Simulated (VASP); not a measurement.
# Ge in VASP: notebook, part 2 of 2

VASP 6.6.1. The steps go on from the part before.

## 5. Single point, PBE (equal xy, yz and zx shear strains of +2 %)

INCAR

```
SYSTEM = Ge
PREC = Accurate
ENCUT = 520
EDIFF = 1E-7
ISMEAR = -1
SIGMA = 0.05
LREAL = .FALSE.
LASPH = .TRUE.
NELM = 60
ALGO = Normal
ISIF = 2
LWAVE = .FALSE.
LCHARG = .FALSE.
GGA = PE
NBANDS = 21
```

KPOINTS

```
Automatic mesh
0
G
  10 10 10
  0 0 0
```

POSCAR

```
Ge
1.0
    0.0565754000      2.8570577000      2.8570577000
    2.8570577000      0.0565754000      2.8570577000
    2.8570577000      2.8570577000      0.0565754000
Ge
2
Direct
    0.5000000000      0.5000000000      0.5000000000
    0.7500000000      0.7500000000      0.7500000000
```

Potentials or basis: VASP PAW PBE potentials, release 64 (Ge_d).

The run is started by

```bash
cat potpaw_PBE.64/Ge_d/POTCAR > POTCAR
mpirun -np 1 vasp_std > vasp.out
```

OUTCAR:

```text
SYSTEM = Ge
   PREC = Accurate
   ENCUT = 520
   EDIFF = 1E-7
   ISMEAR = -1
   LREAL = .FALSE.
   LASPH = .TRUE.
   NELM = 60
   ISIF = 2
   GGA = PE

 ion  position               nearest neighbor table
   1  0.500  0.500  0.500-   2 2.43   2 2.43   2 2.43   2 2.50
   2  0.750  0.750  0.750-   1 2.43   1 2.43   1 2.43   1 2.50

  LATTYP: Found a trigonal (rhomboedric) cell.
 ALAT       =     4.0408858160
 COS(alpha) =     0.5197000882

  Lattice vectors:

 A1 = (   0.0565754000,   2.8570577000,   2.8570577000)
 A2 = (   2.8570577000,   0.0565754000,   2.8570577000)
 A3 = (   2.8570577000,   2.8570577000,   0.0565754000)

Analysis of symmetry for initial positions (statically):
=====================================================================
 Subroutine PRICEL returns:
 Original cell was already a primitive cell.

 Routine SETGRP: Setting up the symmetry group for a
 trigonal (rhombohedral) supercell.

 Subroutine GETGRP returns: Found 12 space group operations
 (whereof  6 operations were pure point group operations)
[... 160 lines left out ...]
  ---------------------------------------------------
  free energy    TOTEN  =        -8.99230178 eV

  energy without entropy =       -8.99169975  energy(sigma->0) =       -8.99200077

 E-fermi :   5.0190     XC(G=0):  -9.9268

 val. band max:        5.0166288326   @ k =   0.0000   0.0000   0.0000
 cond. band min:       5.0964378020   @ k =   0.5000  -0.0000  -0.0000
 fundamental gap:      0.0798089694
 Fermi energy:         5.0189971645

 k-point     1 :       0.0000    0.0000    0.0000
  band No.  band energies     occupation
      1     -19.8310      2.00000
      2     -19.8310      2.00000
      3     -19.8000      2.00000
      4     -19.7843      2.00000
      5     -19.7843      2.00000
      6     -19.5937      2.00000
[... 565 lines left out ...]
     20      16.6062      0.00000
     21      16.8201      0.00000

 [... further k-points ...]

------------------------ aborting loop because EDIFF is reached ----------------------------------------

  FORCE on cell =-STRESS in cart. coord.  units (eV):
  Direction    XX          YY          ZZ          XY          YZ          ZX
  --------------------------------------------------------------------------------------
  -------------------------------------------------------------------------------------
  Total        1.0558713      1.0558713      1.0558713     -0.4660891     -0.4660891     -0.4660891
  in kB       37.3790363     37.3790363     37.3790363    -16.5000817    -16.5000817    -16.5000817
  external PRESSURE =      37.3790363 kB  Pullay stress =       0.0000000 kB

 VOLUME and BASIS-vectors are now :
 -----------------------------------------------------------------------------
  energy-cutoff  :      520.00
  volume of cell :       45.26
      direct lattice vectors                 reciprocal lattice vectors
     0.056575400  2.857057700  2.857057700    -0.180291074  0.176790276  0.176790276
     2.857057700  0.056575400  2.857057700     0.176790276 -0.180291074  0.176790276
     2.857057700  2.857057700  0.056575400     0.176790276  0.176790276 -0.180291074

 POSITION                                       TOTAL-FORCE (eV/Angst)
 -----------------------------------------------------------------------------------
      2.88535      2.88535      2.88535         0.165763      0.165763      0.165763
      4.32802      4.32802      4.32802        -0.165763     -0.165763     -0.165763
 -----------------------------------------------------------------------------------
    total drift:                                0.000000     -0.000000     -0.000000

  FREE ENERGIE OF THE ION-ELECTRON SYSTEM (eV)
  ---------------------------------------------------
  free  energy   TOTEN  =        -8.9923017817 eV

  energy  without entropy=       -8.9916997512  energy(sigma->0) =       -8.99200077
```

OSZICAR:

```text
N       E                     dE             d eps       ncg     rms          rms(c)
DAV:   1     0.195880290143E+03    0.19588E+03   -0.14618E+04  5471   0.365E+03
DAV:   2     0.193625069525E+02   -0.17652E+03   -0.17094E+03  4887   0.636E+02
DAV:   3    -0.811949865326E+01   -0.27482E+02   -0.27295E+02  5592   0.144E+02
DAV:   4    -0.906552701861E+01   -0.94603E+00   -0.94549E+00  5482   0.315E+01
DAV:   5    -0.908109198804E+01   -0.15565E-01   -0.15565E-01  5602   0.448E+00    0.321E+00
DAV:   6    -0.902137377565E+01    0.59718E-01   -0.22457E-02  5526   0.147E+00    0.190E+00
DAV:   7    -0.899046924806E+01    0.30905E-01   -0.50981E-02  5966   0.199E+00    0.149E-01
DAV:   8    -0.899207512528E+01   -0.16059E-02   -0.55775E-03  5487   0.850E-01    0.483E-02
DAV:   9    -0.899227357684E+01   -0.19845E-03   -0.24114E-04  5517   0.174E-01    0.191E-02
DAV:  10    -0.899229897939E+01   -0.25403E-04   -0.39186E-05  5466   0.676E-02    0.578E-03
DAV:  11    -0.899230140089E+01   -0.24215E-05   -0.64009E-06  5447   0.282E-02    0.178E-03
DAV:  12    -0.899230170482E+01   -0.30393E-06   -0.27157E-07  4539   0.444E-03    0.756E-04
DAV:  13    -0.899230178169E+01   -0.76877E-07   -0.60514E-08  4255   0.167E-03
   1 F= -.89923018E+01 E0= -.89920008E+01  d E =-.602030E-03
```

stdout:

```text
POSCAR found type information on POSCAR Ge
 POSCAR found :  1 types and       2 ions
 scaLAPACK will be used
 LDA part: xc-table for (Slater+PW92), standard interpolation
 POSCAR, INCAR and KPOINTS ok, starting setup
 FFT: planning ... GRIDC
 FFT: planning ... GRID_SOFT
 FFT: planning ... GRID
 WAVECAR not read
 entering main loop
```

Wall time 53 s (1 thread of Intel Xeon Platinum 8488C (Sapphire Rapids), shared host); peak memory 0.22 GiB.

What came out:

```
Free energy            : -8.9923 eV
Pressure               : 3.7 GPa
Largest force          : 0.287 eV/Å
Band gap on the k mesh : zero (filled and empty bands touch)
```

Forces in eV/Å, atoms in the order of the input:
```
Ge   0.166  0.166  0.166
Ge  -0.166 -0.166 -0.166
```

Stress tensor (GPa, compression positive):
```
 3.74 -1.65 -1.65
-1.65  3.74 -1.65
-1.65 -1.65  3.74
```

Caveat: the cell differs from its parent crystal (equal xy, yz and zx shear strains of +2 %); the cell stands under pressure; semilocal functionals underestimate gaps, so a narrow gap can read as zero.

## 6. Overview

```tsv
cell	gap on the mesh (eV)	pressure (GPa)	largest force (eV/Å)
a = 4.061, b = 4.061, c = 4.120 Å, angles 59.5, 59.5, 61.0°, 2 atoms	0.07	-0.4	-
a = 3.941 Å, angles 62.0°, 2 atoms	none	3.9	0.57
a = 3.981 Å, angles 60.7°, 2 atoms	-	3.6	0.17
a = 4.041 Å, angles 58.7°, 2 atoms	none	3.7	0.29
```

Alike in all rows: task single point; level PBE; potentials or basis VASP PAW PBE potentials, release 64 (Ge_d); no spin polarisation; k mesh 10 × 10 × 10; cutoff (eV) 520; smearing fermi-dirac 0.05 eV.

Caveats: the cell stands under pressure (at least some runs); semilocal functionals underestimate gaps, so a narrow gap can read as zero (at least some runs).

Total energies depend on the potentials used, so only differences within one code and one set of settings carry meaning.
